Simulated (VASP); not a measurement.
**Be3Te4: single point with PBE**

The system is Be3Te4.

```xyz
7
Lattice="5.5549 0.0000 0.0000 0.0000 5.5549 0.0000 0.0000 0.0000 5.5549" Properties=species:S:1:pos:R:3 pbc="T T T"
Be    2.7774    0.0000    2.7774
Be    0.0000    2.7774    2.7774
Be    2.7774    2.7774    0.0000
Te    4.1886    1.3662    4.1886
Te    4.1886    4.1886    1.3662
Te    1.3662    4.1886    4.1886
Te    1.3662    1.3662    1.3662
```

This cell differs from its parent crystal: atoms taken out.

```yaml
Program: VASP 6.6.1
Task: single point
Functional: PBE
Potentials_or_basis: VASP PAW PBE potentials, release 64 (Be, Te)
Cutoff: 520 eV
k_mesh: 3 × 3 × 3
Occupations: gaussian, width 0.2 eV
Spin: no spin polarisation
```

The pressure is 0.4 GPa and the largest force is 0.020 eV/Å. The band gap on the k mesh is zero (bands 15 and 16 overlap by 0.86 eV).

Forces in eV/Å, atoms in the order of the input:
```
Be   0.000  0.000  0.000
Be   0.000  0.000  0.000
Be   0.000  0.000  0.000
Te   0.011 -0.011  0.011
Te   0.011  0.011 -0.011
Te  -0.011  0.011  0.011
Te  -0.011 -0.011 -0.011
```

Levels at points of the mesh, in eV from the Fermi level:
| k point | band 11 | band 12 | band 13 | band 14 | band 15 | band 16 | band 17 | band 18 |
| --- | --- | --- | --- | --- | --- | --- | --- | --- |
| (0.00, 0.00, 0.00) | -1.68 | -1.68 | -1.68 | 0.67 | 0.67 | 0.67 | 2.53 | 2.53 |

Run time: 33 s on 1 thread of Intel Xeon 8259CL (shared host), peak memory 0.25 GiB.

Caveat: the k points lie up to 0.38 Å⁻¹ apart, too coarse for converged energies and pressures of a metal; the cell differs from its parent crystal (atoms taken out); spin-orbit coupling is left out, which moves the levels of the heavy elements.
